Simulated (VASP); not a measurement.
Write the native input for VASP 6.6.1 that does the following.

* Task: single point
* Functional: PBE
* Potentials or basis: VASP PAW PBE potentials, release 64 (Ir, O)
* Cutoff: 520 eV
* k mesh: 12 × 12 × 1
* Occupations: gaussian, width 0.1 eV
* Spin: no spin polarisation
* Dipole correction: yes
* Further INCAR settings: ALGO = Normal; EDIFF = 1e-07; NBANDS = 24

The structure of Ir3O lies in POSCAR:

```
Ir3O
1.0
    2.7367600872      0.0000000000      0.0000000000
   -1.3683800436      2.3701037596      0.0000000000
    0.0000000000      0.0000000000     19.8425800730
Ir O
3 1
Direct
    0.6666666667      0.3333333333      0.2015866881
    0.3333333333      0.6666666667      0.3110139949
    0.0000000000      0.0000000000      0.4204382718
    0.5000000000      0.3333333333      0.4933402626
```

One way to write it, as run:

INCAR

```
SYSTEM = Ir3O
PREC = Accurate
ENCUT = 520
EDIFF = 1E-7
ISMEAR = 0
SIGMA = 0.1
LREAL = .FALSE.
LASPH = .TRUE.
NELM = 60
ALGO = Normal
ISIF = 2
LWAVE = .FALSE.
LCHARG = .FALSE.
LDIPOL = .TRUE.
IDIPOL = 3
DIPOL = 0.5 0.5 0.357
GGA = PE
NBANDS = 24
```

KPOINTS

```
Automatic mesh
0
G
  12 12 1
  0 0 0
```

Potentials or basis: VASP PAW PBE potentials, release 64 (Ir, O).

Command:

```sh
$ cat potpaw_PBE.64/Ir/POTCAR potpaw_PBE.64/O/POTCAR > POTCAR
$ mpirun -np 1 vasp_std > vasp.out
```

Results of the run:

```json
{
  "Largest force": "1.725 eV/Å",
  "Band gap on the k mesh": "zero (an odd number of electrons rules out a gap without spin polarisation)"
}
```

Caveat: spin-orbit coupling is left out, which moves the levels of the heavy elements.

Run time: 6.2 min on 1 thread of Intel(R) Xeon(R) Platinum 8488C (Sapphire Rapids) (shared host), peak memory 0.36 GiB.
